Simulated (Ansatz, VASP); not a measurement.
# Two plane-wave programs on RbNa3Te2

```
Rb Na Te
1.0
     3.15840    1.82350    5.25005
    -3.15840    1.82350    5.25005
     0.00000   -3.64701    5.25005
Rb Na Te
1 3 2
Direct
  0.50000 0.50000 0.50000
  0.00000 0.50000 0.50000
  0.50000 0.50000 0.00000
  0.50000 0.00000 0.50000
  0.12304 0.12304 0.12304
  0.87696 0.87696 0.87696
```

Change from the starting cell: species swapped into the Y2NiRu3 type (R-3m, No. 166).

Alike in both runs: task relaxation of cell and atoms; functional PBE; k mesh 6 × 6 × 6; occupations gaussian, width 0.1 eV; no spin polarisation.

|  | VASP | Ansatz |
| --- | --- | --- |
| version | VASP 6.6.1 | Ansatz 0.2.0 |
| potentials or method | VASP PAW PBE potentials, release 64 (Rb_sv, Na_pv, Te), cutoff 600 eV | scalar-relativistic, plane waves, PAW |
| valence electrons in the cell | 42 | 68 |

Ansatz gave:

```
relaxed volume (Å³/atom)                                        : 37.80
relaxed length of the cell vector where the two differ most in proportion (Å) : 9.157
```

Problem. Which values does VASP return?

Solution. Relaxed volume (Å³/atom): 37.11; relaxed length of the cell vector where the two differ most in proportion (Å): 8.974.

VASP's potentials hold 42 valence electrons a cell and Ansatz's 68, so a difference there can come from the potentials and not from the codes.

Neither program's run includes spin-orbit coupling. Noted on VASP's run: the volume moved by over 15 % at a fixed basis, so the end points are rough.
